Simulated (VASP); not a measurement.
The system is PbSe (Clausthalite).

```
CELL_PARAMETERS angstrom
0.00000 3.01928 3.01928
3.01928 0.00000 3.01928
3.01928 3.01928 0.00000
ATOMIC_POSITIONS crystal
Pb 0.00000 0.00000 0.00000
Se 0.50000 0.50000 0.50000
```

Base run:

```yaml
Program: VASP 6.6.1
Functional: RPBE
Dispersion: D4
Potentials_or_basis: VASP PAW PBE potentials, release 64 (Pb_d, Se)
Cutoff: 520 eV
k_mesh: 8 × 8 × 8
Occupations: fermi-dirac, width 0.05 eV
Spin: no spin polarisation
```

Its results: band gap on the k mesh 0.23 eV, direct; pressure 2.5 GPa.

The run is repeated on the same cell with these changes: dispersion from D4 to D3(BJ). What comes out?

Band gap on the k mesh 0.23 eV, direct; pressure -8.9 GPa.

Caveats: the PAW data sets were made with another functional, which shifts forces and pressure a little; spin-orbit coupling is left out, which moves the levels of the heavy elements.

A k mesh can miss the band edges.
